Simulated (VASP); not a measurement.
# Mo (Fd-3m) in VASP: notebook

Aim: see how the results for Mo move with the level of theory and the settings. Levels: PBE, PBE+U. Tasks: single point, relaxation of cell and atoms.

Everything below comes from runs of VASP 6.6.1. Logs are shortened: lines on timing, memory, paths and dates and some standing lists are left out, and cuts for length are marked.

## Step 1: The cell of the first run

Symmetry: Fd-3m, No. 227, cubic system. Conventional cell: a = 5.687 Å, b = 5.687 Å, c = 5.687 Å, α = 90.00°, β = 90.00°, γ = 90.00°. Within 3.3 Å of Mo (site symmetry -43m) lie 4 Mo at 2.46 Å.

This isn't the form of Mo at room conditions, which is bcc.

## Step 2: Single point, PBE

INCAR reads:

```
PREC = Accurate
ENCUT = 520
EDIFF = 1E-7
ISMEAR = -1
SIGMA = 0.05
LREAL = F
LASPH = T
NELM = 80
ALGO = Normal
ISIF = 2
LWAVE = F
LCHARG = F
GGA = PE
NBANDS = 21
```

KPOINTS reads:

```
regular mesh
0
Gamma
  14 14 14
```

POSCAR reads:

```
Mo
1.0
    0.0000000000      2.8436253843      2.8436253843
    2.8436253843      0.0000000000      2.8436253843
    2.8436253843      2.8436253843      0.0000000000
Mo
2
Direct
   -0.1250000000     -0.1250000000     -0.1250000000
    0.1250000000      0.1250000000      0.1250000000
```

Potentials or basis: VASP PAW PBE potentials, release 64 (Mo_sv).

Launch:

```
$ cat potpaw_PBE.64/Mo_sv/POTCAR > POTCAR
$ mpirun -np 1 vasp_std > vasp.out
```

OUTCAR:

```text
PREC = Accurate
   ENCUT = 520
   EDIFF = 1E-7
   ISMEAR = -1
   LREAL = F
   LASPH = T
   NELM = 80
   ISIF = 2
   GGA = PE

 ion  position               nearest neighbor table
   1  0.875  0.875  0.875-   2 2.46   2 2.46   2 2.46   2 2.46
   2  0.125  0.125  0.125-   1 2.46   1 2.46   1 2.46   1 2.46

  LATTYP: Found a face centered cubic cell.
 ALAT       =     5.6872507686

  Lattice vectors:

 A1 = (   0.0000000000,   2.8436253843,   2.8436253843)
 A2 = (   2.8436253843,   0.0000000000,   2.8436253843)
 A3 = (   2.8436253843,   2.8436253843,   0.0000000000)

Analysis of symmetry for initial positions (statically):
=====================================================================
 Subroutine PRICEL returns:
 Original cell was already a primitive cell.

 Routine SETGRP: Setting up the symmetry group for a
 face centered cubic supercell.

 Subroutine GETGRP returns: Found 48 space group operations
 (whereof 12 operations were pure point group operations)
 out of a pool of 48 trial point group operations.

The static configuration has the point symmetry D_3d.
 The point group associated with its full space group is O_h .

Analysis of symmetry for dynamics (positions and initial velocities):
=====================================================================
 Subroutine PRICEL returns:
 Original cell was already a primitive cell.

 Routine SETGRP: Setting up the symmetry group for a
 face centered cubic supercell.

 Subroutine GETGRP returns: Found 48 space group operations
 (whereof 12 operations were pure point group operations)
 out of a pool of 48 trial point group operations.

The dynamic configuration has the point symmetry D_3d.
 The point group associated with its full space group is O_h .

 Subroutine INISYM returns: Found 48 space group operations
 (whereof 12 operations are pure point group operations),
 and found     1 'primitive' translations

----------------------------------------------------------------------------------------

                                     Primitive cell

  volume of cell :      45.9883

  direct lattice vectors                    reciprocal lattice vectors
     0.000000000  2.843625384  2.843625384    -0.175831881  0.175831881  0.175831881
     2.843625384  0.000000000  2.843625384     0.175831881 -0.175831881  0.175831881
     2.843625384  2.843625384  0.000000000     0.175831881  0.175831881 -0.175831881

  length of vectors
     4.021493585  4.021493585  4.021493585     0.304549751  0.304549751  0.304549751

  position of ions in fractional coordinates (direct lattice)
     0.875000000  0.875000000  0.875000000
     0.125000000  0.125000000  0.125000000

  ion indices of the primitive-cell ions
   primitive index   ion index
                 1           1
                 2           2

----------------------------------------------------------------------------------------

 KPOINTS: regular mesh

Automatic generation of k-mesh.
 Grid dimensions read from file:
 generate k-points for:   14   14   14

 Generating k-lattice:

  Cartesian coordinates                     Fractional coordinates (reciprocal lattice)
    -0.012559420  0.012559420  0.012559420     0.071428571  0.000000000  0.000000000
     0.012559420 -0.012559420  0.012559420     0.000000000  0.071428571  0.000000000
     0.012559420  0.012559420 -0.012559420     0.000000000  0.000000000  0.071428571

  Length of vectors
     0.021753554  0.021753554  0.021753554

  Shift w.r.t. Gamma in fractional coordinates (k-lattice)
     0.000000000  0.000000000  0.000000000

 Subroutine IBZKPT returns following result:
 ===========================================

 Found    104 irreducible k-points:

 Following reciprocal coordinates:
            Coordinates               Weight
  0.000000  0.000000  0.000000      1.000000
  0.071429  0.000000  0.000000      8.000000
  0.142857  0.000000  0.000000      8.000000
  0.214286  0.000000  0.000000      8.000000
  0.285714  0.000000  0.000000      8.000000
  0.357143  0.000000  0.000000      8.000000
[... 16 lines left out ...]
  0.214286  0.142857  0.000000     24.000000
  0.285714  0.142857  0.000000     24.000000
 [... further k-points ...]
   k-points           NKPTS =    104   k-points in BZ     NKDIM =    104   number of bands    NBANDS=     21
   number of dos      NEDOS =    301   number of ions     NIONS =      2
   total plane-waves  NPLWV =  27000
   dimension x,y,z NGX =    30 NGY =   30 NGZ =   30
   dimension x,y,z NGXF=    60 NGYF=   60 NGZF=   60
   ions per type =               2
   NGX,Y,Z   is equivalent  to a cutoff of  12.40, 12.40, 12.40 a.u.
   NGXF,Y,Z  is equivalent  to a cutoff of  24.80, 24.80, 24.80 a.u.
 SYSTEM =  unknown system
   PREC   = accura    normal or accurate (medium, high low for compatibility)
   ISTART =      0    job   : 0-new  1-cont  2-samecut
   ICHARG =      2    charge: 1-file 2-atom 10-const
   ISPIN  =      1    spin polarized calculation?
   LNONCOLLINEAR =      F non collinear calculations
   LSORBIT =      F    spin-orbit coupling
   LASPH  =      T    aspherical Exc in radial PAW
   ENCUT  =  520.0 eV  38.22 Ry    6.18 a.u.   7.48  7.48  7.48*2*pi/ulx,y,z
   NELM   =     80;   NELMIN=  2; NELMDL= -5     # of ELM steps
   EDIFF  = 0.1E-06   stopping-criterion for ELM
   LREAL  =      F    real-space projection
   EDIFFG = 0.1E-05   stopping-criterion for IOM
   NSW    =      0    number of steps for IOM
   IBRION =     -1    ionic relax: 0-MD 1-quasi-New 2-CG
   NFREE  =      0    steps in history (QN), initial steepest desc. (CG)
   ISIF   =      2    stress and relaxation
   ISYM   =      2    0-nonsym 1-usesym 2-fastsym
   POTIM  = 0.5000    time-step for ionic-motion
   TEBEG  =    0.0;   TEEND  =   0.0 temperature during run
   PSTRESS=    0.0 pullay stress
   NELECT =      28.0000    total number of electrons
   NUPDOWN=      -1.0000    fix difference up-down
   EMIN   =  10.00;   EMAX   =-10.00  energy-range for DOS
   EFERMI =   0.00;   METHOD = LEGACY
   ISMEAR =    -1;   SIGMA  =   0.05  broadening in eV -4-tet -1-fermi 0-gaus
   EFERMI_NEDOS =   21; number of points for ismear=-14 and -15
   IALGO  =     38    algorithm
   IMIX   =      4    mixing-type and parameters
     AMIX     =   0.40;   BMIX     =  1.00
     AMIX_MAG =   1.60;   BMIX_MAG =  1.00
  volume/ion in A,a.u.               =      22.99       155.17
  Fermi-wavevector in a.u.,A,eV,Ry     =   1.387539  2.622068 26.194805  1.925264
  Thomas-Fermi vector in A             =   2.511750
   LORBIT       =      0    0 simple, 1 ext, 2 COOP (PROOUT), +10 PAW based schemes
   GGA     = PE    functional components
   LHFCALC =     F    Hartree Fock is set to
   AEXX    =    0.0000 exact exchange contribution
   IVDW    =     0    specifies the selected vdW correction
   LEPSILON=     F    determine dielectric tensor
   LRPA    =     F    only Hartree local field effects (RPA)
 non-spin polarized calculation
  energy-cutoff  :      520.00
  volume of cell :       45.99
 maximum number of plane-waves:      1259
 NGX is ok and might be reduce to    30
   NGX = 15   NGY = 15   NGZ = 15

 number of electron      28.0000006 magnetization

 Free energy of the ion-electron system (eV)
  ---------------------------------------------------
  ext. energy  EPLUGINS =         0.00000000
  ---------------------------------------------------
  free energy    TOTEN  =       -17.42700896 eV

  energy without entropy =      -17.40560823  energy(sigma->0) =      -17.41630860

 E-fermi :   6.8949     XC(G=0): -10.8527

 val. band max:        6.8909711364   @ k =   0.3571   0.1429   0.0000
 cond. band min:       6.9175025925   @ k =   0.3571   0.2143   0.0000
 fundamental gap:      0.0265314561
 Fermi energy:         6.8949032446

 k-point     1 :       0.0000    0.0000    0.0000
  band No.  band energies     occupation
      1     -53.5614      2.00000
      2     -52.8809      2.00000
      3     -27.9607      2.00000
      4     -27.9607      2.00000
      5     -27.9607      2.00000
      6     -26.8551      2.00000
[... 13 lines left out ...]
     20      18.2551      0.00000
     21      19.0046      0.00000

 k-point     2 :       0.0714    0.0000    0.0000
  band No.  band energies     occupation
      1     -53.5552      2.00000
      2     -52.8875      2.00000
      3     -27.9678      2.00000
      4     -27.9678      2.00000
      5     -27.9602      2.00000
      6     -26.8556      2.00000
[... 13 lines left out ...]
     20      17.7273      0.00000
     21      19.0389      0.00000

 k-point     3 :       0.1429    0.0000    0.0000
  band No.  band energies     occupation
      1     -53.5372      2.00000
      2     -52.9067      2.00000
      3     -27.9873      2.00000
      4     -27.9873      2.00000
      5     -27.9589      2.00000
      6     -26.8568      2.00000
[... 13 lines left out ...]
     20      17.1096      0.00000
     21      18.4274      0.00000

 k-point     4 :       0.2143    0.0000    0.0000
  band No.  band energies     occupation
      1     -53.5091      2.00000
      2     -52.9365      2.00000
      3     -28.0144      2.00000
      4     -28.0144      2.00000
      5     -27.9576      2.00000
      6     -26.8580      2.00000
[... 13 lines left out ...]
     20      16.2094      0.00000
     21      17.2316      0.00000

 k-point     5 :       0.2857    0.0000    0.0000
  band No.  band energies     occupation
      1     -53.4740      2.00000
      2     -52.9735      2.00000
      3     -28.0429      2.00000
      4     -28.0429      2.00000
      5     -27.9568      2.00000
      6     -26.8584      2.00000
[... 13 lines left out ...]
     20      14.6705      0.00000
     21      16.8566      0.00000
[... 382 lines left out ...]
     20      17.3558      0.00000
     21      18.7717      0.00000

 k-point    22 :       0.1429    0.1429    0.0000
  band No.  band energies     occupation
      1     -53.5287      2.00000
      2     -52.9157      2.00000
      3     -28.0185      2.00000
      4     -28.0185      2.00000
      5     -27.9063      2.00000
      6     -26.9127      2.00000
[... 13 lines left out ...]
     20      17.0177      0.00000
     21      18.2393      0.00000

 k-point    23 :       0.2143    0.1429    0.0000
  band No.  band energies     occupation
      1     -53.5073      2.00000
      2     -52.9384      2.00000
      3     -28.0469      2.00000
      4     -28.0463      2.00000
      5     -27.8817      2.00000
      6     -26.9378      2.00000
[... 13 lines left out ...]
     20      16.7106      0.00000
     21      17.2905      0.00000

 k-point    24 :       0.2857    0.1429    0.0000
  band No.  band energies     occupation
      1     -53.4766      2.00000
      2     -52.9707      2.00000
      3     -28.0801      2.00000
      4     -28.0746      2.00000
      5     -27.8605      2.00000
      6     -26.9581      2.00000
[... 13 lines left out ...]
     20      15.5716      0.00000
     21      16.7705      0.00000

 [... further k-points ...]

------------------------ aborting loop because EDIFF is reached ----------------------------------------

  FORCE on cell =-STRESS in cart. coord.  units (eV):
  Direction    XX          YY          ZZ          XY          YZ          ZX
  --------------------------------------------------------------------------------------
  -------------------------------------------------------------------------------------
  Total        0.1185728      0.1185728      0.1185728     -0.0000000      0.0000000     -0.0000000
  in kB        4.1309362      4.1309362      4.1309362     -0.0000000      0.0000000     -0.0000000
  external PRESSURE =       4.1309362 kB  Pullay stress =       0.0000000 kB

 VOLUME and BASIS-vectors are now :
 -----------------------------------------------------------------------------
  energy-cutoff  :      520.00
  volume of cell :       45.99
      direct lattice vectors                 reciprocal lattice vectors
     0.000000000  2.843625384  2.843625384    -0.175831881  0.175831881  0.175831881
     2.843625384  0.000000000  2.843625384     0.175831881 -0.175831881  0.175831881
     2.843625384  2.843625384  0.000000000     0.175831881  0.175831881 -0.175831881

 POSITION                                       TOTAL-FORCE (eV/Angst)
 -----------------------------------------------------------------------------------
      4.97634      4.97634      4.97634         0.000000      0.000000      0.000000
      0.71091      0.71091      0.71091        -0.000000     -0.000000     -0.000000
 -----------------------------------------------------------------------------------
    total drift:                               -0.000000      0.000000      0.000000

  FREE ENERGIE OF THE ION-ELECTRON SYSTEM (eV)
  ---------------------------------------------------
  free  energy   TOTEN  =       -17.4270089582 eV

  energy  without entropy=      -17.4056082319  energy(sigma->0) =      -17.41630860
```

Run time: 46 s. Hardware: 1 thread of Intel Xeon 6975P-C (Granite Rapids), shared host; peak memory 0.21 GiB.

Results:

```yaml
Free_energy: -17.4270 eV
Pressure: 0.4 GPa
Band_gap_on_the_k_mesh: zero (bands 14 and 15 overlap by 0.55 eV)
```

(Part 1 of 2 ends here.)

The gap in the log of VASP goes by the Fermi energy; the results here count the filled bands.